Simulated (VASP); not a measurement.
# Cu: single point with PBE

Crystal: Cu.

```
Cu
1.0
     0.00000    1.65967    1.93683
     1.65967    0.00000    1.93683
     1.65967    1.65967    0.00000
Cu
1
Cartesian
  0.0000 0.0000 0.0000
```

This cell differs from its parent crystal: volume 10.670 Å^3 an atom, c/a of the conventional cell 1.1670.

| Item | Value |
| --- | --- |
| Program | VASP 6.6.1 |
| Task | single point |
| Functional | PBE |
| Potentials or basis | VASP PAW PBE potentials, release 64 (Cu) |
| Cutoff | 520 eV |
| k mesh | 24 × 24 × 24 |
| Occupations | gaussian, width 0.15 eV |
| Spin | no spin polarisation |

| Property | Result |
| --- | --- |
| Pressure | 23.6 GPa |

Stress tensor (GPa, compression positive):
```
30.20  0.00  0.00
 0.00 30.20  0.00
 0.00  0.00 10.40
```

Levels at points of the mesh, in eV from the Fermi level:
```csv
k point,band 4,band 5,band 6,band 7,band 8,band 9
"(0.00, 0.00, 0.00)",-3.06,-3.00,-2.05,23.82,25.95,27.36
"(0.50, 0.00, 0.00)",-1.93,-1.68,-1.28,4.37,18.54,23.76
"(0.50, 0.50, 0.00)",-1.68,-1.68,-0.71,5.16,16.57,16.57
"(0.50, 0.00, 0.50)",-1.90,-1.29,2.66,9.25,12.73,12.98
```

Run time: 43 s on 1 thread of Intel(R) Xeon(R) 6975P-C (Granite Rapids), with other jobs on the host, peak memory 0.24 GiB.
